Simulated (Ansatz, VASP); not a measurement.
Cu2O: VASP beside Ansatz

INCAR

```
  PREC = Accurate
  ENCUT = 600
  EDIFF = 1E-6
  ISMEAR = 0
  SIGMA = 0.01
  LREAL = False
  LASPH = True
  NELM = 200
  ALGO = Normal
  ISIF = 2
  LWAVE = False
  LCHARG = True
  LMAXMIX = 4
  LDAU = True
  LDAUTYPE = 2
  LDAUL = 2 -1
  LDAUU = 3 0
  LDAUJ = 0 0
  LDAUPRINT = 1
  GGA = PS
  LELF = True
  LVHAR = True
  NBANDS = 37
  GGA_COMPAT = False
```

File KPOINTS:

```
regular mesh
0
Gamma
  4 4 4
```

Contents of POSCAR:

```
Cu2O
1.0
    4.2600000000      0.0000000000      0.0000000000
    0.0000000000      4.2600000000      0.0000000000
    0.0000000000      0.0000000000      4.2600000000
Cu O
4 2
Direct
    0.2500000000      0.2500000000      0.2500000000
    0.2500000000      0.7500000000      0.7500000000
    0.7500000000      0.2500000000      0.7500000000
    0.7500000000      0.7500000000      0.2500000000
    1.0000000000      1.0000000000      1.0000000000
    0.5000000000      0.5000000000      0.5000000000
```

Input for Ansatz:

```yaml
crystal:
  lattice:
    bravais: cubic
    a: 4.26
  space_group: 224
  setting:
    origin_choice: 1
  atoms:
    - { symbol: Cu, position: [0.25, 0.25, 0.25] }
    - { symbol: O, position: [0.0, 0.0, 0.0] }
basis:
  ecutwfc: 510.0
kpoints:
  mp_grid:
    grid: [4, 4, 4]
hamiltonian:
  xc: pbesol
  hubbard:
    - { species: Cu, l: d, u_eff: 3.0 }
scf:
  occupations:
    method: fixed
output:
  eigenvalues: true
```

Alike in both runs: task single point; functional PBEsol; k mesh 4 × 4 × 4; no spin polarisation; Hubbard terms Cu d U = 3.0 eV.

|  | VASP | Ansatz |
| --- | --- | --- |
| version | VASP 6.6.1 | Ansatz 0.2.0 |
| potentials or method | VASP PAW PBE potentials, release 64 (Cu, O), cutoff 600 eV | plane waves, PAW |
| occupations | gaussian, width 0.01 eV | fixed |
| valence electrons in the cell | 56 | 88 |

VASP gave:

| Property | Result |
| --- | --- |
| gap on the k mesh at the Fermi level (eV) | 0.64 |

Problem. What did Ansatz give for the same quantities?

Solution. gap on the k mesh at the Fermi level (eV): 0.70.

VASP's potentials were made for PBE, not for PBEsol. The programs project onto different local orbitals, so the same U acts differently, and such runs can settle in different states. VASP's potentials hold 56 valence electrons a cell and Ansatz's 88, so a difference there can come from the potentials and not from the codes.
